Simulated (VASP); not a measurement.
# Ru19Pt (md.c) in VASP: single point with PBE+D3(BJ)

Aim: the single point of Ru19Pt (md.c) with PBE+D3(BJ).

Program: VASP 6.6.1. These are calculated values, not measurements. Logs are shortened: lines on timing, memory, paths and dates and some standing lists are left out, and cuts for length are marked.

### 1 The cell of the first run

The cell holds a slab with vacuum, 20 atoms: a = 5.440 Å, b = 5.440 Å, c = 20.594 Å, α = 90.00°, β = 90.00°, γ = 120.00°.

### 2 Single point, PBE+D3(BJ)

The input, INCAR:

```
SYSTEM = Ru19Pt
ALGO = Normal
DIPOL = 0.5 0.5 0.500
EDIFF = 1E-6
ENCUT = 400
GGA = PE
GGA_COMPAT = .FALSE.
IDIPOL = 3
ISIF = 2
ISMEAR = 1
IVDW = 12
LASPH = .TRUE.
LCHARG = .TRUE.
LDIPOL = .TRUE.
LELF = .TRUE.
LREAL = .FALSE.
LVACPOTAV = .TRUE.
LVHAR = .TRUE.
LWAVE = .FALSE.
NBANDS = 154
NELM = 120
NELMDL = -8
PREC = Accurate
SIGMA = 0.1
```

The input, KPOINTS:

```
k-points
0
G
  9 9 1
  0 0 0
```

The input, POSCAR:

```
Ru19Pt
1.0
    5.4395045956      0.0000000000      0.0000000000
   -2.7197522978      4.7107491638      0.0000000000
    0.0000000000      0.0000000000     20.5940128115
Ru Pt
19 1
Direct
    0.1666666667      0.3333333333      0.2934090505
    0.1707361838      0.8353680919      0.2936001906
    0.6646319081      0.3292638162      0.2936001906
    0.6646319081      0.8353680919      0.2936001906
    0.3337753688      0.1662246312      0.3931079788
    0.3337753688      0.6675507375      0.3931079788
    0.8324492625      0.1662246312      0.3931079788
    0.8333333333      0.6666666667      0.3953171941
    0.1681371880      0.8340685940      0.4999999997
    0.6659314060      0.3318628120      0.4999999997
    0.6659314060      0.8340685940      0.4999999997
    0.3337753683      0.1662246317      0.6068920213
    0.3337753683      0.6675507366      0.6068920213
    0.8324492634      0.1662246317      0.6068920213
    0.8333333333      0.6666666667      0.6046828056
    0.1666666667      0.3333333333      0.7065909499
    0.1707361816      0.8353680908      0.7063998095
    0.6646319092      0.3292638184      0.7063998095
    0.6646319092      0.8353680908      0.7063998095
    0.1666666667      0.3333333333      0.5000000000
```

Potentials or basis: VASP PAW PBE potentials, release 64 (Ru_pv, Pt).

On the command line:

```sh
> cat potpaw_PBE.64/Ru_pv/POTCAR potpaw_PBE.64/Pt/POTCAR > POTCAR
> mpirun -np 1 vasp_std > vasp.out
```

OUTCAR:

```text
SYSTEM = Ru19Pt
   EDIFF = 1E-6
   ENCUT = 400
   GGA = PE
   ISIF = 2
   ISMEAR = 1
   IVDW = 12
   LASPH = .TRUE.
   LREAL = .FALSE.
   NELM = 120
   NELMDL = -8
   PREC = Accurate
 IVDW          = 12

 ion  position               nearest neighbor table
   1  0.167  0.333  0.293-   5 2.59   7 2.59   6 2.59   3 2.72   2 2.72   4 2.72   4 2.72   3 2.72
                             2 2.72
   2  0.171  0.835  0.294-   5 2.57   6 2.57   8 2.63   4 2.69   3 2.69   1 2.72   1 2.72   4 2.75
                             3 2.75
   3  0.665  0.329  0.294-   5 2.57   7 2.57   8 2.63   4 2.69   2 2.69   1 2.72   1 2.72   2 2.75
                             4 2.75
   4  0.665  0.835  0.294-   6 2.57   7 2.57   8 2.63   2 2.69   3 2.69   1 2.72   1 2.72   2 2.75
                             3 2.75
   5  0.334  0.166  0.393-   3 2.57   2 2.57   1 2.59  10 2.70   9 2.70  20 2.71   7 2.71   6 2.71
                             8 2.72   8 2.72   7 2.73   6 2.73
   6  0.334  0.668  0.393-   4 2.57   2 2.57   1 2.59  11 2.70   9 2.70  20 2.71   7 2.71   5 2.71
                             8 2.72   8 2.72   5 2.73   7 2.73
   7  0.832  0.166  0.393-   4 2.57   3 2.57   1 2.59  11 2.70  10 2.70  20 2.71   5 2.71   6 2.71
                             8 2.72   8 2.72   5 2.73   6 2.73
   8  0.833  0.667  0.395-   4 2.63   2 2.63   3 2.63  11 2.67   9 2.67  10 2.67   6 2.72   7 2.72
                             5 2.72   5 2.72   6 2.72   7 2.72
   9  0.168  0.834  0.500-   8 2.67  15 2.67   5 2.70   6 2.70  13 2.70  12 2.70  11 2.71  10 2.71
[... 9 lines left out ...]
  14  0.832  0.166  0.607-  18 2.57  19 2.57  16 2.59  10 2.70  11 2.70  20 2.71  12 2.71  13 2.71
                            15 2.72  15 2.72  12 2.73  13 2.73
  15  0.833  0.667  0.605-  19 2.63  17 2.63  18 2.63  11 2.67   9 2.67  10 2.67  13 2.72  14 2.72
                            12 2.72  12 2.72  13 2.72  14 2.72
  16  0.167  0.333  0.707-  12 2.59  14 2.59  13 2.59  18 2.72  17 2.72  19 2.72  19 2.72  18 2.72
                            17 2.72
  17  0.171  0.835  0.706-  13 2.57  12 2.57  15 2.63  19 2.69  18 2.69  16 2.72  16 2.72  19 2.75
                            18 2.75
  18  0.665  0.329  0.706-  12 2.57  14 2.57  15 2.63  17 2.69  19 2.69  16 2.72  16 2.72  17 2.75
                            19 2.75
  19  0.665  0.835  0.706-  13 2.57  14 2.57  15 2.63  17 2.69  18 2.69  16 2.72  16 2.72  17 2.75
                            18 2.75
  20  0.167  0.333  0.500-  12 2.71  14 2.71  13 2.71   5 2.71   7 2.71   6 2.71  10 2.72   9 2.72
                            11 2.72  11 2.72  10 2.72   9 2.72

  LATTYP: Found a hexagonal cell.
 ALAT       =     5.4395045956
 C/A-ratio  =     3.7860089002

  Lattice vectors:

 A1 = (   5.4395045956,   0.0000000000,   0.0000000000)
 A2 = (  -2.7197522978,   4.7107491638,   0.0000000000)
 A3 = (   0.0000000000,   0.0000000000,  20.5940128115)

Analysis of symmetry for initial positions (statically):
=====================================================================
 Subroutine PRICEL returns:
 Original cell was already a primitive cell.

 Routine SETGRP: Setting up the symmetry group for a
 hexagonal supercell.

 Subroutine GETGRP returns: Found 12 space group operations
 (whereof  4 operations were pure point group operations)
 out of a pool of 24 trial point group operations.

The static configuration has the point symmetry C_2v.
 The point group associated with its full space group is D_3h.

Analysis of symmetry for dynamics (positions and initial velocities):
=====================================================================
 Subroutine PRICEL returns:
 Original cell was already a primitive cell.

 Routine SETGRP: Setting up the symmetry group for a
 hexagonal supercell.

 Subroutine GETGRP returns: Found 12 space group operations
 (whereof  4 operations were pure point group operations)
 out of a pool of 24 trial point group operations.

The dynamic configuration has the point symmetry C_2v.
 The point group associated with its full space group is D_3h.

 Subroutine INISYM returns: Found 12 space group operations
 (whereof  4 operations are pure point group operations),
 and found     1 'primitive' translations

----------------------------------------------------------------------------------------

                                     Primitive cell

  volume of cell :     527.7039

  direct lattice vectors                    reciprocal lattice vectors
     5.439504596  0.000000000  0.000000000     0.183840271  0.106140230  0.000000000
    -2.719752298  4.710749164  0.000000000     0.000000000  0.212280460  0.000000000
     0.000000000  0.000000000 20.594012812     0.000000000  0.000000000  0.048557802

  length of vectors
     5.439504596  5.439504596 20.594012812     0.212280460  0.212280460  0.048557802

  position of ions in fractional coordinates (direct lattice)
     0.166666667  0.333333333  0.293409051
     0.170736184  0.835368092  0.293600191
     0.664631908  0.329263816  0.293600191
     0.664631908  0.835368092  0.293600191
     0.333775369  0.166224631  0.393107979
     0.333775369  0.667550738  0.393107979
[... 12 lines left out ...]
     0.664631909  0.835368091  0.706399809
     0.166666667  0.333333333  0.500000000

  ion indices of the primitive-cell ions
   primitive index   ion index
                 1           1
                 2           2
                 3           3
                 4           4
                 5           5
                 6           6
[... 12 lines left out ...]
                19          19
                20          20

----------------------------------------------------------------------------------------

 KPOINTS: k-points

Automatic generation of k-mesh.
 Grid dimensions read from file:
 generate k-points for:    9    9    1

 Generating k-lattice:

  Cartesian coordinates                     Fractional coordinates (reciprocal lattice)
     0.020426697  0.011793359  0.000000000     0.111111111 -0.000000000  0.000000000
     0.000000000  0.023586718  0.000000000     0.000000000  0.111111111  0.000000000
     0.000000000  0.000000000  0.048557802     0.000000000  0.000000000  1.000000000

  Length of vectors
     0.023586718  0.023586718  0.048557802

  Shift w.r.t. Gamma in fractional coordinates (k-lattice)
     0.000000000  0.000000000  0.000000000

 Subroutine IBZKPT returns following result:
 ===========================================

 Found     12 irreducible k-points:

 Following reciprocal coordinates:
            Coordinates               Weight
  0.000000  0.000000  0.000000      1.000000
  0.111111 -0.000000  0.000000      6.000000
  0.222222  0.000000  0.000000      6.000000
  0.333333 -0.000000  0.000000      6.000000
  0.444444  0.000000  0.000000      6.000000
  0.111111  0.111111  0.000000      6.000000
  0.222222  0.111111  0.000000     12.000000
  0.333333  0.111111  0.000000     12.000000
  0.444444  0.111111  0.000000      6.000000
  0.222222  0.222222  0.000000      6.000000
  0.333333  0.222222  0.000000     12.000000
  0.333333  0.333333  0.000000      2.000000
   k-points           NKPTS =     12   k-points in BZ     NKDIM =     12   number of bands    NBANDS=    154
   number of dos      NEDOS =    301   number of ions     NIONS =     20
   total plane-waves  NPLWV = 181440
   dimension x,y,z NGX =    36 NGY =   36 NGZ =  140
   dimension x,y,z NGXF=    72 NGYF=   72 NGZF=  280
   ions per type =              19   1
   NGX,Y,Z   is equivalent  to a cutoff of  11.00, 11.00, 11.30 a.u.
   NGXF,Y,Z  is equivalent  to a cutoff of  22.01, 22.01, 22.60 a.u.
 SYSTEM =  Ru19Pt
   PREC   = accura    normal or accurate (medium, high low for compatibility)
   ISTART =      0    job   : 0-new  1-cont  2-samecut
   ICHARG =      2    charge: 1-file 2-atom 10-const
   ISPIN  =      1    spin polarized calculation?
   LNONCOLLINEAR =      F non collinear calculations
   LSORBIT =      F    spin-orbit coupling
   LASPH  =      T    aspherical Exc in radial PAW
   ENCUT  =  400.0 eV  29.40 Ry    5.42 a.u.   8.87  8.87 33.58*2*pi/ulx,y,z
   NELM   =    120;   NELMIN=  2; NELMDL= -8     # of ELM steps
   EDIFF  = 0.1E-05   stopping-criterion for ELM
   LREAL  =      F    real-space projection
   EDIFFG = 0.1E-04   stopping-criterion for IOM
   NSW    =      0    number of steps for IOM
   IBRION =     -1    ionic relax: 0-MD 1-quasi-New 2-CG
   NFREE  =      0    steps in history (QN), initial steepest desc. (CG)
   ISIF   =      2    stress and relaxation
   ISYM   =      2    0-nonsym 1-usesym 2-fastsym
   POTIM  = 0.5000    time-step for ionic-motion
   TEBEG  =    0.0;   TEEND  =   0.0 temperature during run
   PSTRESS=    0.0 pullay stress
   NELECT =     276.0000    total number of electrons
   NUPDOWN=      -1.0000    fix difference up-down
   EMIN   =  10.00;   EMAX   =-10.00  energy-range for DOS
   EFERMI =   0.00;   METHOD = LEGACY
   ISMEAR =     1;   SIGMA  =   0.10  broadening in eV -4-tet -1-fermi 0-gaus
   EFERMI_NEDOS =   21; number of points for ismear=-14 and -15
   IALGO  =     38    algorithm
   IMIX   =      4    mixing-type and parameters
     AMIX     =   0.40;   BMIX     =  1.00
     AMIX_MAG =   1.60;   BMIX_MAG =  1.00
  volume/ion in A,a.u.               =      26.39       178.06
  Fermi-wavevector in a.u.,A,eV,Ry     =   1.319009  2.492566 23.671208  1.739785
  Thomas-Fermi vector in A             =   2.448938
   LORBIT       =      0    0 simple, 1 ext, 2 COOP (PROOUT), +10 PAW based schemes
   GGA     = PE    functional components
   LHFCALC =     F    Hartree Fock is set to
   AEXX    =    0.0000 exact exchange contribution
   IVDW    =    12    specifies the selected vdW correction
   LEPSILON=     F    determine dielectric tensor
   LRPA    =     F    only Hartree local field effects (RPA)
 non-spin polarized calculation
 Methfessel and Paxton  Order N= 1 SIGMA  =   0.10
  energy-cutoff  :      400.00
  volume of cell :      527.70
 maximum number of plane-waves:      9612
 NGX is ok and might be reduce to    36
   NGX = 17   NGY = 17   NGZ = 67

 dipolmoment           0.000000      0.000000     -0.000000 electrons x Angstroem

 number of electron     275.9999868 magnetization

 dipolmoment           0.000000      0.000000      0.000000 electrons x Angstroem

 Free energy of the ion-electron system (eV)
  ---------------------------------------------------
  ext. energy  EPLUGINS =         0.00000000
  ---------------------------------------------------
  free energy    TOTEN  =      -172.96818532 eV

  energy without entropy =     -172.97050928  energy(sigma->0) =     -172.96895997

 E-fermi :   4.3212     XC(G=0):  -8.2682

 val. band max:        4.3191831292   @ k =   0.3333  -0.0000   0.0000
 cond. band min:       4.3264290179   @ k =   0.2222   0.0000   0.0000
 fundamental gap:      0.0072458888
 Fermi energy:         4.3212027595

 k-point     1 :       0.0000    0.0000    0.0000
  band No.  band energies     occupation
      1     -39.3091      2.00000
      2     -39.3076      2.00000
      3     -39.3076      2.00000
      4     -39.3040      2.00000
      5     -39.2641      2.00000
      6     -39.2602      2.00000
[... 1825 lines left out ...]
    149       4.9589     -0.00000
    150       5.0144     -0.00000
 [bands above 150 left out]

------------------------ aborting loop because EDIFF is reached ----------------------------------------

 Edisp (eV)   -9.88283

 E8    (eV) :    -4.6350

  FORCE on cell =-STRESS in cart. coord.  units (eV):
  Direction    XX          YY          ZZ          XY          YZ          ZX
  --------------------------------------------------------------------------------------
  -------------------------------------------------------------------------------------
  Total     -21.18206   -21.18206    -9.06817     0.00000     0.00000     0.00000
  in kB     -64.31147   -64.31147   -27.53215     0.00000     0.00000     0.00000
  external pressure =      -52.05 kB  Pullay stress =        0.00 kB

 VOLUME and BASIS-vectors are now :
 -----------------------------------------------------------------------------
  energy-cutoff  :      400.00
  volume of cell :      527.70
      direct lattice vectors                 reciprocal lattice vectors
     5.439504596  0.000000000  0.000000000     0.183840271  0.106140230  0.000000000
    -2.719752298  4.710749164  0.000000000     0.000000000  0.212280460  0.000000000
     0.000000000  0.000000000 20.594012812     0.000000000  0.000000000  0.048557802

 POSITION                                       TOTAL-FORCE (eV/Angst)
 -----------------------------------------------------------------------------------
      0.00000      1.57025      6.04247         0.000000      0.000000      0.151232
     -1.34327      3.93521      6.04641        -0.002190     -0.001264      0.151345
      2.71975      1.55108      6.04641         0.000000      0.002529      0.151345
      1.34327      3.93521      6.04641         0.002190     -0.001264      0.151345
      1.36348      0.78304      8.09567        -0.005987      0.003457      0.109688
      0.00000      3.14466      8.09567        -0.000000     -0.006913      0.109688
[... 12 lines left out ...]
      1.34327      3.93521     14.54761         0.002190     -0.001264     -0.151345
      0.00000      1.57025     10.29701         0.000000      0.000000      0.000000
 -----------------------------------------------------------------------------------
    total drift:                                0.000001     -0.000001      0.000009

  FREE ENERGIE OF THE ION-ELECTRON SYSTEM (eV)
  ---------------------------------------------------
  free  energy   TOTEN  =      -182.8510130784 eV

  energy  without entropy=     -182.8533370359  energy(sigma->0) =     -182.85178773

 vacuum level on the upper side and lower side of the slab         9.274         9.274
```

Wall time 23 min (1 thread of Intel Xeon Platinum 8488C (Sapphire Rapids), shared host); peak memory 0.69 GiB.

Results:

```
Free energy                : -182.8510 eV
Largest force              : 0.151 eV/Å
Band gap on the k mesh     : zero (band 138 reaches 5.10 eV, above the bottom of band 139 at 4.05 eV)
Dispersion energy per atom : -0.494 eV
```

Forces in eV/Å, atoms in the order of the input:
```
Ru   0.000  0.000  0.151
Ru  -0.002 -0.001  0.151
Ru   0.000  0.003  0.151
Ru   0.002 -0.001  0.151
Ru  -0.006  0.003  0.110
Ru   0.000 -0.007  0.110
Ru   0.006  0.003  0.110
Ru   0.000  0.000  0.110
Ru  -0.003 -0.002  0.000
Ru   0.000  0.003  0.000
Ru   0.003 -0.002  0.000
Ru  -0.006  0.003 -0.110
Ru   0.000 -0.007 -0.110
Ru   0.006  0.003 -0.110
Ru   0.000  0.000 -0.110
Ru   0.000  0.000 -0.151
Ru  -0.002 -0.001 -0.151
Ru   0.000  0.003 -0.151
Ru   0.002 -0.001 -0.151
Pt   0.000  0.000  0.000
```

Caveat: spin-orbit coupling is left out, which moves the levels of the heavy elements.
